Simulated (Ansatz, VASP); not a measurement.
One calculation of PbS, two programs

```
Pb S
1.0
     2.14046    1.23580    3.49734
    -2.14046    1.23580    3.49734
     0.00000   -2.47159    3.49734
Pb S
1 1
Direct
  0.98057 0.98057 0.98057
  0.47504 0.47504 0.47504
```

Alike in both runs: task single point; functional r2SCAN; k mesh 8 × 8 × 8; occupations fermi-dirac, width 0.05 eV; no spin polarisation.

```csv
,VASP,Ansatz
version,VASP 6.6.1,Ansatz 0.2.0
potentials or method,"VASP PAW PBE potentials, release 64 (Pb_d, S)",Ansatz PAW
plane-wave cutoff (eV),520,500
valence electrons in the cell,20,20
```

Ansatz gave:

* gap on the k mesh at the Fermi level (eV): 0.84
* least direct gap on the mesh (eV): 0.84
* pressure (GPa): -2.1
* rms of the force components (eV/Å): 0.007

Estimate VASP's values.

gap on the k mesh at the Fermi level (eV): 0.85; least direct gap on the mesh (eV): 0.85; pressure (GPa): -2.1; rms of the force components (eV/Å): 0.005.

VASP's potentials were made for PBE, not for r2SCAN. Atom by atom the forces differ by 0.001 eV/Å (rms over components).

Spin-orbit coupling is off throughout.
